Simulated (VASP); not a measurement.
A run of VASP 6.6.1 is set up as follows.

Contents of INCAR:

```
SYSTEM = WS2
PREC     = Accurate       ! precision mode
ENCUT    = 520            ! plane-wave cutoff, eV
EDIFF    = 1E-7           ! SCF threshold, eV
ISMEAR   = 0              ! smearing method
SIGMA    = 0.05           ! smearing width, eV
LREAL    = .False.        ! projectors in reciprocal space
LASPH    = .True.         ! aspherical terms in the spheres
NELM     = 80             ! most SCF steps
ALGO     = Normal         ! electronic algorithm
ISIF     = 2              ! what is computed and relaxed
LWAVE    = .False.        ! write WAVECAR
LCHARG   = .True.         ! write CHGCAR
LDIPOL   = .True.       
IDIPOL   = 3            
DIPOL    = 0.5 0.5 0.394
GGA      = PE             ! functional
IVDW     = 12             ! dispersion correction
LELF     = .True.         ! ELF
LVHAR    = .True.       
LVACPOTAV= .True.       
NBANDS   = 35             ! bands
```

File KPOINTS:

```
regular mesh
0
Gamma
  9 9 1
  0 0 0
```

POSCAR

```
WS2
1.0
    3.1595456682      0.0000000000      0.0000000000
   -1.5797728341      2.7362468131      0.0000000000
    0.0000000000      0.0000000000     23.8042574330
S W
4 2
Direct
    0.3333333333      0.6666666667      0.1890418137
    0.3333333333      0.6666666667      0.3214605092
    0.3333333333      1.0000000000      0.4659724735
    0.3333333333      1.0000000000      0.5983911690
    0.6666666667      0.3333333333      0.2552511584
    0.0000000000      1.3333333333      0.5321818182
```

Potentials or basis: VASP PAW PBE potentials, release 64 (S, W_sv).

Launch:

```sh
$ cat potpaw_PBE.64/S/POTCAR potpaw_PBE.64/W_sv/POTCAR > POTCAR
$ mpirun -np 1 vasp_std > vasp.out
```

Q: Estimate the largest force.

A: 0.044 eV/Å.

Q: Estimate the band gap on the k mesh.

A: 1.74 eV (least direct gap 1.91 eV).

Q: Predict the dispersion energy per atom.

A: -0.352 eV.

Forces on the atoms (eV/Å):
```
S    0.001  0.001  0.004
S    0.009 -0.021  0.025
S   -0.009  0.021 -0.025
S   -0.001 -0.001 -0.004
W    0.001 -0.010  0.043
W   -0.001  0.010 -0.043
```

Caveat: the cell differs from its parent crystal (layers slid over each other); spin-orbit coupling is left out, which moves the levels of the heavy elements.
